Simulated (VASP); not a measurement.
Write the native input for VASP 6.6.1 that does the following.

```
Task                   : single point
Functional             : revPBE
Potentials or basis    : VASP PAW PBE potentials, release 64 (Ca_sv, Al, Sb)
Cutoff                 : 500 eV
k mesh                 : 6 × 6 × 4
Occupations            : methfessel-paxton, width 0.15 eV
Spin                   : no spin polarisation
Dipole correction      : no
Further INCAR settings : ALGO = Normal; EDIFF = 1e-06; NBANDS = 21
```

The structure of CaAl2Sb2 lies in POSCAR:

```
CaAl2Sb2
1.0
    4.9811377200      0.0000000000      0.0000000000
   -2.4905688600      4.3137918100      0.0000000000
    0.0000000000      0.0000000000      6.0444695700
Ca Al Sb
1 2 2
Direct
    0.0000000000      0.0000000000      0.0000000000
    0.6666666700      0.3333333300      0.2840444700
    0.3333333300      0.6666666700      0.7159555300
    0.6666666700      0.3333333300      0.7383358300
    0.3333333300      0.6666666700      0.2616641700
```

The input as run:

INCAR

```
SYSTEM = CaAl2Sb2
  PREC = Accurate
  ENCUT = 500
  EDIFF = 1E-6
  ISMEAR = 1
  SIGMA = 0.15
  LREAL = .FALSE.
  LASPH = .TRUE.
  NELM = 120
  ALGO = Normal
  ISIF = 2
  LWAVE = .FALSE.
  LCHARG = .FALSE.
  GGA = RE
  NBANDS = 21
  GGA_COMPAT = .FALSE.
```

KPOINTS

```
regular mesh
0
G
  6 6 4
  0 0 0
```

Potentials or basis: VASP PAW PBE potentials, release 64 (Ca_sv, Al, Sb).

Run with:

```bash
$ cat potpaw_PBE.64/Ca_sv/POTCAR potpaw_PBE.64/Al/POTCAR potpaw_PBE.64/Sb/POTCAR > POTCAR
$ mpirun -np 1 vasp_std > vasp.out
```

It gave:

```
Pressure               : 1.7 GPa
Largest force          : 0.031 eV/Å
Band gap on the k mesh : zero (band 13 reaches 7.31 eV, above the bottom of band 14 at 5.68 eV)
```

Caveat: the PAW data sets were made with another functional, which shifts forces and pressure a little; spin-orbit coupling is left out, which moves the levels of the heavy elements.

Wall time 23 s on 1 thread of Intel(R) Xeon(R) 6975P-C (Granite Rapids), with other jobs on the host, peak memory 0.27 GiB.
